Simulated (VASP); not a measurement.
# Cu4O (P6/mmm) in VASP: single point with PBE

Aim: the single point of Cu4O with PBE.

Program: VASP 6.6.1. These are calculated values, not measurements. Logs are shortened: lines on timing, memory, paths and dates and some standing lists are left out, and cuts for length are marked.

## (1) The cell of the first run

It takes space group P6/mmm (No. 191, hexagonal). The conventional cell has a = 4.967 Å, b = 4.967 Å, c = 3.573 Å, α = 90.00°, β = 90.00°, γ = 120.00°. Within 2.5 Å of Cu (site symmetry 6/mmm) lie 2 O at 1.79 Å and 6 Cu at 2.48 Å. Within 3.3 Å of Cu (site symmetry mmm) lie 6 Cu at 2.48 Å and 4 O at 3.06 Å. O (site symmetry 6/mmm) has 2 Cu at 1.79 Å within 2.4 Å.

The cell was generated, and may not be a known phase.

## (2) Single point, PBE, collinear spin

The input, INCAR:

```
SYSTEM = Cu4O
  PREC = Accurate
  ENCUT = 820
  EDIFF = 1E-6
  ISMEAR = 0
  SIGMA = 0.1
  LREAL = .FALSE.
  LASPH = .TRUE.
  NELM = 200
  ALGO = Normal
  ISIF = 2
  LWAVE = .FALSE.
  LCHARG = .FALSE.
  ISPIN = 2
  MAGMOM = 1 1 1 1 0
  LORBIT = 11
  LMAXMIX = 4
  GGA = PE
  NBANDS = 53
  GGA_COMPAT = .FALSE.
```

The input, KPOINTS:

```
regular mesh
0
G
  6 6 4
  0 0 0
```

The input, POSCAR:

```
Cu4O
1.0
    4.9666098988      0.0000000029      0.0000000000
   -2.4833049519      4.3012103416      0.0000000000
    0.0000000000      0.0000000000      3.5731575517
Cu O
4 1
Direct
    0.0000000000      0.0000000000      0.0000000000
    0.5000000000      0.0000000000      0.0000000000
    0.0000000000      0.5000000000      0.0000000000
    0.5000000000      0.5000000000      0.0000000000
    0.0000000000      0.0000000000      0.5000000000
```

Potentials or basis: VASP PAW PBE potentials, release 64 (Cu_sv_GW, O).

Command:

```
$ cat potpaw_PBE.64/Cu_sv_GW/POTCAR potpaw_PBE.64/O/POTCAR > POTCAR
$ mpirun -np 1 vasp_std > vasp.out
```

OUTCAR:

```text
SYSTEM = Cu4O
   PREC = Accurate
   ENCUT = 820
   EDIFF = 1E-6
   ISMEAR = 0
   LREAL = .FALSE.
   LASPH = .TRUE.
   NELM = 200
   ISIF = 2
   ISPIN = 2
   LORBIT = 11
   GGA = PE

 ion  position               nearest neighbor table
   1  0.000  0.000  0.000-   5 1.79   5 1.79   3 2.48   3 2.48   2 2.48   2 2.48   4 2.48   4 2.48

   2  0.500  0.000  0.000-   4 2.48   4 2.48   1 2.48   1 2.48   3 2.48   3 2.48
   3  0.000  0.500  0.000-   1 2.48   1 2.48   4 2.48   4 2.48   2 2.48   2 2.48
   4  0.500  0.500  0.000-   2 2.48   2 2.48   3 2.48   3 2.48   1 2.48   1 2.48
   5  0.000  0.000  0.500-   1 1.79   1 1.79

  LATTYP: Found a hexagonal cell.
 ALAT       =     4.9666098988
 C/A-ratio  =     0.7194359180

  Lattice vectors:

 A1 = (   4.9666098988,   0.0000000029,   0.0000000000)
 A2 = (  -2.4833049519,   4.3012103416,   0.0000000000)
 A3 = (   0.0000000000,   0.0000000000,   3.5731575517)

Analysis of symmetry for initial positions (statically):
=====================================================================
 Subroutine PRICEL returns:
 Original cell was already a primitive cell.

 Routine SETGRP: Setting up the symmetry group for a
 hexagonal supercell.

 Subroutine GETGRP returns: Found 24 space group operations
 (whereof 24 operations were pure point group operations)
 out of a pool of 24 trial point group operations.

The static configuration has the point symmetry D_6h.

Analysis of symmetry for dynamics (positions and initial velocities):
=====================================================================
 Subroutine PRICEL returns:
 Original cell was already a primitive cell.

 Routine SETGRP: Setting up the symmetry group for a
 hexagonal supercell.

 Subroutine GETGRP returns: Found 24 space group operations
 (whereof 24 operations were pure point group operations)
 out of a pool of 24 trial point group operations.

The dynamic configuration has the point symmetry D_6h.

Analysis of structural, dynamic, and magnetic symmetry:
=====================================================================
 Subroutine PRICEL returns:
 Original cell was already a primitive cell.

 Routine SETGRP: Setting up the symmetry group for a
 hexagonal supercell.

 Subroutine GETGRP returns: Found 24 space group operations
 (whereof 24 operations were pure point group operations)
 out of a pool of 24 trial point group operations.

The overall configuration has the point symmetry D_6h.

 Subroutine INISYM returns: Found 24 space group operations
 (whereof 24 operations are pure point group operations),
 and found     1 'primitive' translations

----------------------------------------------------------------------------------------

                                     Primitive cell

  volume of cell :      76.3313

  direct lattice vectors                    reciprocal lattice vectors
     4.966609899  0.000000003  0.000000000     0.201344583  0.116246349  0.000000000
    -2.483304952  4.301210342  0.000000000    -0.000000000  0.232492699  0.000000000
     0.000000000  0.000000000  3.573157552     0.000000000  0.000000000  0.279864514

  length of vectors
     4.966609899  4.966609899  3.573157552     0.232492699  0.232492699  0.279864514

  position of ions in fractional coordinates (direct lattice)
     0.000000000  0.000000000  0.000000000
     0.500000000  0.000000000  0.000000000
     1.000000000  0.500000000  0.000000000
     0.500000000  0.500000000  0.000000000
     0.000000000  0.000000000  0.500000000

  ion indices of the primitive-cell ions
   primitive index   ion index
                 1           1
                 2           2
                 3           3
                 4           4
                 5           5

[... 26 lines left out ...]
 Following reciprocal coordinates:
            Coordinates               Weight
  0.000000  0.000000  0.000000      1.000000
  0.166667  0.000000  0.000000      6.000000
  0.333333  0.000000  0.000000      6.000000
  0.500000  0.000000  0.000000      3.000000
  0.166667  0.166667  0.000000      6.000000
  0.333333  0.166667  0.000000     12.000000
[... 13 lines left out ...]
  0.333333  0.166667  0.500000     12.000000
  0.333333  0.333333  0.500000      2.000000
   k-points           NKPTS =     21   k-points in BZ     NKDIM =     21   number of bands    NBANDS=     53
   number of dos      NEDOS =    301   number of ions     NIONS =      5
   total plane-waves  NPLWV =  82944
   dimension x,y,z NGX =    48 NGY =   48 NGZ =   36
   dimension x,y,z NGXF=    96 NGYF=   96 NGZF=   72
   ions per type =               4   1
   NGX,Y,Z   is equivalent  to a cutoff of  16.07, 16.07, 16.75 a.u.
   NGXF,Y,Z  is equivalent  to a cutoff of  32.13, 32.13, 33.50 a.u.
 SYSTEM =  Cu4O
   PREC   = accura    normal or accurate (medium, high low for compatibility)
   ISTART =      0    job   : 0-new  1-cont  2-samecut
   ICHARG =      2    charge: 1-file 2-atom 10-const
   ISPIN  =      2    spin polarized calculation?
   LNONCOLLINEAR =      F non collinear calculations
   LSORBIT =      F    spin-orbit coupling
   LASPH  =      T    aspherical Exc in radial PAW
   ENCUT  =  820.0 eV  60.27 Ry    7.76 a.u.  11.60 11.60  8.34*2*pi/ulx,y,z
   NELM   =    200;   NELMIN=  2; NELMDL= -5     # of ELM steps
   EDIFF  = 0.1E-05   stopping-criterion for ELM
   LREAL  =      F    real-space projection
   EDIFFG = 0.1E-04   stopping-criterion for IOM
   NSW    =      0    number of steps for IOM
   IBRION =     -1    ionic relax: 0-MD 1-quasi-New 2-CG
   NFREE  =      0    steps in history (QN), initial steepest desc. (CG)
   ISIF   =      2    stress and relaxation
   ISYM   =      2    0-nonsym 1-usesym 2-fastsym
   POTIM  = 0.5000    time-step for ionic-motion
   TEBEG  =    0.0;   TEEND  =   0.0 temperature during run
   PSTRESS=    0.0 pullay stress
   NELECT =      82.0000    total number of electrons
   NUPDOWN=      -1.0000    fix difference up-down
   EMIN   =  10.00;   EMAX   =-10.00  energy-range for DOS
   EFERMI =   0.00;   METHOD = LEGACY
   ISMEAR =     0;   SIGMA  =   0.10  broadening in eV -4-tet -1-fermi 0-gaus
   EFERMI_NEDOS =   21; number of points for ismear=-14 and -15
   IALGO  =     38    algorithm
   IMIX   =      4    mixing-type and parameters
     AMIX     =   0.40;   BMIX     =  1.00
     AMIX_MAG =   1.60;   BMIX_MAG =  1.00
  volume/ion in A,a.u.               =      15.27       103.02
  Fermi-wavevector in a.u.,A,eV,Ry     =   1.676661  3.168429 38.248571  2.811191
  Thomas-Fermi vector in A             =   2.761064
   LORBIT       =     11    0 simple, 1 ext, 2 COOP (PROOUT), +10 PAW based schemes
   GGA     = PE    functional components
   LHFCALC =     F    Hartree Fock is set to
   AEXX    =    0.0000 exact exchange contribution
   IVDW    =     0    specifies the selected vdW correction
   LEPSILON=     F    determine dielectric tensor
   LRPA    =     F    only Hartree local field effects (RPA)
 spin polarized calculation
 Gauss-broadening in eV      SIGMA  =   0.10
  energy-cutoff  :      820.00
  volume of cell :       76.33
 maximum number of plane-waves:      4108
 NGX is ok and might be reduce to    48
   NGX = 23   NGY = 23   NGZ = 17

 number of electron      81.9999955 magnetization       0.0000557

 number of electron      81.9999955 magnetization      -0.0000549

 Free energy of the ion-electron system (eV)
  ---------------------------------------------------
  ext. energy  EPLUGINS =         0.00000000
  ---------------------------------------------------
  free energy    TOTEN  =       -18.15027762 eV

  energy without entropy =      -18.13792104  energy(sigma->0) =      -18.14409933

 E-fermi :   3.3995     XC(G=0): -10.8442

 val. band max:        3.3057044123   @ k =   0.1667   0.1667   0.5000
 cond. band min:       3.4198798107   @ k =   0.1667   0.1667   0.2500
 fundamental gap:      0.1141753984
 Fermi energy:         3.3994705497

 spin component 1

 k-point     1 :       0.0000    0.0000    0.0000
  band No.  band energies     occupation
      1    -109.8938      1.00000
      2    -108.2344      1.00000
      3    -108.2235      1.00000
      4    -108.2235      1.00000
      5     -67.4303      1.00000
      6     -67.1599      1.00000
[... 1165 lines left out ...]
     52      16.6832      0.00000
     53      18.7389      0.00000
 Fermi energy:         3.3994705497

 spin component 2

 k-point     1 :       0.0000    0.0000    0.0000
  band No.  band energies     occupation
      1    -109.8938      1.00000
      2    -108.2345      1.00000
      3    -108.2236      1.00000
      4    -108.2236      1.00000
      5     -67.4304      1.00000
      6     -67.1599      1.00000
[... 1165 lines left out ...]
     52      16.6842      0.00000
     53      18.7425      0.00000

------------------------ aborting loop because EDIFF is reached ----------------------------------------

  FORCE on cell =-STRESS in cart. coord.  units (eV):
  Direction    XX          YY          ZZ          XY          YZ          ZX
  --------------------------------------------------------------------------------------
  -------------------------------------------------------------------------------------
  Total       -0.4729102     -0.4729102     -0.4639507     -0.0000000      0.0000000      0.0000000
  in kB       -9.9262774     -9.9262774     -9.7382186     -0.0000000      0.0000000      0.0000000
  external PRESSURE =      -9.8635911 kB  Pullay stress =       0.0000000 kB

 VOLUME and BASIS-vectors are now :
 -----------------------------------------------------------------------------
  energy-cutoff  :      820.00
  volume of cell :       76.33
      direct lattice vectors                 reciprocal lattice vectors
     4.966609899  0.000000003  0.000000000     0.201344583  0.116246349  0.000000000
    -2.483304952  4.301210342  0.000000000    -0.000000000  0.232492699  0.000000000
     0.000000000  0.000000000  3.573157552     0.000000000  0.000000000  0.279864514

 POSITION                                       TOTAL-FORCE (eV/Angst)
 -----------------------------------------------------------------------------------
      0.00000      0.00000      0.00000        -0.000000      0.000000      0.000000
      2.48330      0.00000      0.00000        -0.000000      0.000000      0.000000
     -1.24165      2.15061      0.00000        -0.000000      0.000000      0.000000
      1.24165      2.15061      0.00000         0.000000      0.000000      0.000000
      0.00000      0.00000      1.78658        -0.000000      0.000000      0.000000
 -----------------------------------------------------------------------------------
    total drift:                               -0.000000      0.000000      0.000000

  FREE ENERGIE OF THE ION-ELECTRON SYSTEM (eV)
  ---------------------------------------------------
  free  energy   TOTEN  =       -18.1502776221 eV

  energy  without entropy=      -18.1379210449  energy(sigma->0) =      -18.14409933

 total charge

# of ion       s       p       d       f       tot
--------------------------------------------------
    1        2.315   6.515   8.793   0.016  17.639
    2        2.297   6.206   8.969   0.002  17.474
    3        2.297   6.206   8.969   0.002  17.474
    4        2.297   6.206   8.969   0.002  17.474
    5        1.570   3.349   0.000   0.000   4.920
--------------------------------------------------
tot         10.776  28.482  35.699   0.023  74.980

 magnetization (x)

# of ion       s       p       d       f       tot
--------------------------------------------------
    1       -0.000   0.000  -0.000   0.000  -0.000
    2       -0.000  -0.000  -0.000   0.000  -0.000
    3       -0.000  -0.000  -0.000   0.000  -0.000
    4       -0.000  -0.000  -0.000   0.000  -0.000
    5        0.000  -0.000   0.000   0.000  -0.000
--------------------------------------------------
tot         -0.000  -0.000  -0.000   0.000  -0.000
```

Run time: 9.7 min. Hardware: 1 thread of Intel Xeon Platinum 8259CL at 2.50GHz (Skylake/Cascade Lake), shared host; peak memory 0.49 GiB.

What came out:

| Property | Result |
| --- | --- |
| Free energy | -18.1503 eV |
| Pressure | -1.0 GPa |
| Band gap on the k mesh | zero (filled and empty bands overlap) |
| Net moment | 0.00 μB per cell |
| Valence electrons inside the program's atomic spheres | Cu 17.64, 17.47 (each value once); O 4.92 |

Levels at points of the mesh, in eV from the Fermi level:
Spin up:
```csv
k point,band 37,band 38,band 39,band 40,band 41,band 42,band 43,band 44,band 45,band 46
"(0.00, 0.00, 0.00)",-1.06,-1.06,-1.00,-1.00,-0.65,1.30,3.50,3.50,4.68,4.68
"(0.50, 0.00, 0.00)",-1.47,-1.44,-1.10,-1.07,-0.92,-0.47,2.23,2.84,7.95,9.25
"(0.00, 0.00, 0.50)",-0.97,-0.65,-0.36,-0.36,0.38,1.66,2.23,2.23,2.47,6.69
"(0.50, 0.00, 0.50)",-1.09,-1.05,-0.87,-0.63,-0.41,1.39,2.45,3.08,3.60,5.08
```
Spin down:
| k point | band 39 | band 40 | band 41 | band 42 | band 43 | band 44 |
| --- | --- | --- | --- | --- | --- | --- |
| (0.00, 0.00, 0.00) | -1.00 | -1.00 | -0.65 | 1.30 | 3.50 | 3.50 |
| (0.50, 0.00, 0.00) | -1.10 | -1.07 | -0.92 | -0.47 | 2.23 | 2.84 |
| (0.00, 0.00, 0.50) | -0.36 | -0.36 | 0.38 | 1.66 | 2.23 | 2.23 |
| (0.50, 0.00, 0.50) | -0.87 | -0.63 | -0.41 | 1.39 | 2.45 | 3.08 |

Caveat: the k points lie up to 0.44 Å⁻¹ apart, too coarse for converged energies and pressures of a metal.

The gap in the log of VASP goes by the Fermi energy; the results here count the filled bands.